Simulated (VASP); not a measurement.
# CsH (R-3m) in VASP: single point with HSE06

Aim: the single point of CsH with HSE06.

All numbers are computed with VASP 6.6.1; they aren't measurements. Logs are shortened: lines on timing, memory, paths and dates and some standing lists are left out, and cuts for length are marked.

## 1. The cell of the first run

The typed cell holds 2 atoms: a = 4.551 Å, b = 4.551 Å, c = 4.551 Å, α = 60.06°, β = 60.06°, γ = 60.06°.

## 2. Single point, HSE06

The input, POSCAR:

```
CsH
1.0
    2.2775580548      1.3149487560      3.7139635029
   -2.2775580548      1.3149487560      3.7139635029
    0.0000000000     -2.6298975121      3.7139635029
Cs H
1 1
Direct
    0.5000000000      0.5000000000      0.5000000000
    0.0000000000      0.0000000000      0.0000000000
```

The input, INCAR.step1:

```
SYSTEM = CsH
PREC = Accurate
ENCUT = 520
EDIFF = 1E-5
ISMEAR = 0
SIGMA = 0.02
LREAL = .False.
LASPH = .True.
NELM = 60
ALGO = Normal
ISIF = 2
LWAVE = .True.
GGA = PE
NBANDS = 12
```

The input, INCAR.step2:

```
SYSTEM = CsH
PREC = Accurate
ENCUT = 520
EDIFF = 1E-7
ISMEAR = 0
SIGMA = 0.02
LREAL = .False.
LASPH = .True.
NELM = 60
ALGO = Normal
ISIF = 2
LWAVE = .False.
LCHARG = .True.
GGA = PE
LHFCALC = .True.
HFSCREEN = 0.2079
PRECFOCK = Normal
LELF = .True.
LVHAR = .True.
ISTART = 1
NBANDS = 12
```

The input, KPOINTS:

```
Automatic mesh
0
Gamma
  6 6 6
  0 0 0
```

Potentials or basis: VASP PAW PBE potentials, release 64 (Cs_sv, H).

Run with:

```bash
cat potpaw_PBE.64/Cs_sv/POTCAR potpaw_PBE.64/H/POTCAR > POTCAR
cp INCAR.step1 INCAR
mpirun -np 1 vasp_std > vasp.out
cp INCAR.step2 INCAR
mpirun -np 1 vasp_std > vasp.out
```

OUTCAR:

```text
SYSTEM = CsH
   PREC = Accurate
   ENCUT = 520
   EDIFF = 1E-7
   ISMEAR = 0
   LREAL = .False.
   LASPH = .True.
   NELM = 60
   ISIF = 2
   GGA = PE
   LHFCALC = .True.
   HFSCREEN = 0.2079
   PRECFOCK = Normal
   ISTART = 1

 ion  position               nearest neighbor table
   1  0.500  0.500  0.500-
   2  0.000  0.000  0.000-

  LATTYP: Found a trigonal (rhomboedric) cell.
 ALAT       =     4.5508115567
 COS(alpha) =     0.4990536658

  Lattice vectors:

 A1 = (   2.2775580548,   1.3149487560,   3.7139635029)
 A2 = (  -2.2775580548,   1.3149487560,   3.7139635029)
 A3 = (   0.0000000000,  -2.6298975121,   3.7139635029)

Analysis of symmetry for initial positions (statically):
=====================================================================
 Subroutine PRICEL returns:
 Original cell was already a primitive cell.

 Routine SETGRP: Setting up the symmetry group for a
 trigonal (rhombohedral) supercell.

 Subroutine GETGRP returns: Found 12 space group operations
 (whereof 12 operations were pure point group operations)
 out of a pool of 12 trial point group operations.

The static configuration has the point symmetry D_3d.

Analysis of symmetry for dynamics (positions and initial velocities):
=====================================================================
 Subroutine PRICEL returns:
 Original cell was already a primitive cell.

 Routine SETGRP: Setting up the symmetry group for a
 trigonal (rhombohedral) supercell.

 Subroutine GETGRP returns: Found 12 space group operations
 (whereof 12 operations were pure point group operations)
 out of a pool of 12 trial point group operations.

The dynamic configuration has the point symmetry D_3d.

 Subroutine INISYM returns: Found 12 space group operations
 (whereof 12 operations are pure point group operations),
 and found     1 'primitive' translations

----------------------------------------------------------------------------------------

                                     Primitive cell

  volume of cell :      66.7371

  direct lattice vectors                    reciprocal lattice vectors
     2.277558055  1.314948756  3.713963503     0.219533372  0.126747651  0.089751376
    -2.277558055  1.314948756  3.713963503    -0.219533372  0.126747651  0.089751376
     0.000000000 -2.629897512  3.713963503     0.000000000 -0.253495303  0.089751376

  length of vectors
     4.550811557  4.550811557  4.550811557     0.268914816  0.268914816  0.268914816

  position of ions in fractional coordinates (direct lattice)
[... 99 lines left out ...]
     AMIX_MAG =   1.60;   BMIX_MAG =  1.00
  volume/ion in A,a.u.               =      33.37       225.18
  Fermi-wavevector in a.u.,A,eV,Ry     =   0.869532  1.643178 10.287183  0.756087
  Thomas-Fermi vector in A             =   1.988368
   LORBIT       =      0    0 simple, 1 ext, 2 COOP (PROOUT), +10 PAW based schemes
   GGA     = PE    functional components
   LHFCALC =     T    Hartree Fock is set to
   PRECFOCK=normal    Normal, Fast or Accurate (Low or Medium for compatibility)
   ENCUT4O =  -1.0   cutoff for four orbital integrals eV
   NKREDX  =     1    reduce k-point grid by
   NKREDY  =     1    reduce k-point grid by
   NKREDZ  =     1    reduce k-point grid by
   AEXX    =    0.2500 exact exchange contribution
   HFSCREEN=    0.2079 screening length (either q_TF or 0.3 A-1)
   HFSCREENC=   0.2079 screening length for correlation (either q_TF or 0.3 A-1)
   ENCUTFOCK=  -1.0 apply spherical cutoff to Coloumb kernel
   IVDW    =     0    specifies the selected vdW correction
   LEPSILON=     F    determine dielectric tensor
   LRPA    =     F    only Hartree local field effects (RPA)
 non-spin polarized calculation
 Gauss-broadening in eV      SIGMA  =   0.02
  energy-cutoff  :      520.00
  volume of cell :       66.74
 maximum number of plane-waves:      1820
 NGX is ok and might be reduce to    36
  NGX = 28; NGY = 28; NGZ = 28

 number of electron      10.0000001 magnetization

 Free energy of the ion-electron system (eV)
  ---------------------------------------------------
  ext. energy  EPLUGINS =         0.00000000
  ---------------------------------------------------
  free energy    TOTEN  =        -5.20313631 eV

  energy without entropy =       -5.20313631  energy(sigma->0) =       -5.20313631

 E-fermi :  -0.5665     XC(G=0):  -5.9911

 val. band max:       -0.6917825207   @ k =   0.5000   0.5000   0.5000
 cond. band min:       2.5808225544   @ k =   0.5000   0.0000   0.0000
 fundamental gap:      3.2726050750
 Fermi energy:        -0.5665499463

 k-point     1 :       0.0000    0.0000    0.0000
  band No.  band energies     occupation
      1     -23.5853      2.00000
      2      -9.0496      2.00000
      3      -9.0496      2.00000
      4      -9.0487      2.00000
      5      -2.4027      2.00000
      6       5.6502      0.00000
      7       5.6502      0.00000
      8       5.6630      0.00000
      9       6.1810      0.00000
     10       7.4606      0.00000
     11       7.4606      0.00000
     12       9.2774      0.00000
[... 331 lines left out ...]
 k-point    24 :      -0.3333    0.5000    0.1667
  band No.  band energies     occupation
      1     -23.4849      2.00000
      2      -9.6217      2.00000
      3      -9.4153      2.00000
      4      -9.3450      2.00000
      5      -1.5169      2.00000
      6       4.0162      0.00000
      7       5.1209      0.00000
      8       6.0259      0.00000
      9       8.7765      0.00000
     10       9.0442      0.00000
     11       9.4026      0.00000
     12       9.5439      0.00000

 [... further k-points ...]

------------------------ aborting loop because EDIFF is reached ----------------------------------------

  FORCE on cell =-STRESS in cart. coord.  units (eV):
  Direction    XX          YY          ZZ          XY          YZ          ZX
  --------------------------------------------------------------------------------------
  -------------------------------------------------------------------------------------
  Total       -0.0654220     -0.0654220     -0.0585780      0.0000000      0.0000000      0.0000000
  in kB       -1.5706055     -1.5706055     -1.4063009      0.0000000      0.0000000      0.0000000
  external PRESSURE =      -1.5158373 kB  Pullay stress =       0.0000000 kB

 VOLUME and BASIS-vectors are now :
 -----------------------------------------------------------------------------
  energy-cutoff  :      520.00
  volume of cell :       66.74
      direct lattice vectors                 reciprocal lattice vectors
     2.277558055  1.314948756  3.713963503     0.219533372  0.126747651  0.089751376
    -2.277558055  1.314948756  3.713963503    -0.219533372  0.126747651  0.089751376
     0.000000000 -2.629897512  3.713963503     0.000000000 -0.253495303  0.089751376

 POSITION                                       TOTAL-FORCE (eV/Angst)
 -----------------------------------------------------------------------------------
      0.00000     -0.00000      5.57095         0.000000     -0.000000     -0.000000
      0.00000      0.00000      0.00000         0.000000      0.000000      0.000000
 -----------------------------------------------------------------------------------
    total drift:                                0.000000     -0.000000      0.000005

  FREE ENERGIE OF THE ION-ELECTRON SYSTEM (eV)
  ---------------------------------------------------
  free  energy   TOTEN  =        -5.2031363084 eV

  energy  without entropy=       -5.2031363084  energy(sigma->0) =       -5.20313631
```

OUTCAR.step1:

```text
SYSTEM = CsH
   PREC = Accurate
   ENCUT = 520
   EDIFF = 1E-5
   ISMEAR = 0
   LREAL = .False.
   LASPH = .True.
[... 583 lines left out ...]
      0.00000     -0.00000      5.57095         0.000000     -0.000000     -0.000000
      0.00000      0.00000      0.00000        -0.000000      0.000000      0.000000
 -----------------------------------------------------------------------------------
    total drift:                               -0.000000     -0.000000      0.000000

  FREE ENERGIE OF THE ION-ELECTRON SYSTEM (eV)
  ---------------------------------------------------
  free  energy   TOTEN  =        -4.5516278209 eV

  energy  without entropy=       -4.5516278209  energy(sigma->0) =       -4.55162782
```

Run time: 74 min. Hardware: 1 thread of AMD EPYC 7R13 (Zen 3), shared host; peak memory 0.31 GiB.

Results:

| Property | Result |
| --- | --- |
| Free energy | -5.2031 eV |
| Pressure | -0.2 GPa |
| Band gap on the k mesh | 3.27 eV |

Levels at points of the mesh, in eV from the valence-band top:
```csv
k point,band 1,band 2,band 3,band 4,band 5,band 6,band 7,band 8,band 9,band 10
"(0.00, 0.00, 0.00)",-22.89,-8.36,-8.36,-8.36,-1.71,6.34,6.34,6.35,6.87,8.15
"(0.50, 0.00, 0.00)",-22.82,-9.18,-8.45,-8.45,0.00,3.27,5.86,5.87,8.36,9.53
"(0.50, 0.50, 0.00)",-22.79,-9.03,-8.62,-8.61,-1.14,4.24,6.56,9.14,9.37,9.38
"(0.50, 0.50, 0.50)",-22.82,-9.18,-8.45,-8.45,0.00,3.27,5.86,5.86,8.36,9.54
```

Caveat: the PAW data sets were made with another functional, which shifts forces and pressure a little; spin-orbit coupling is left out, which moves the levels of the heavy elements.
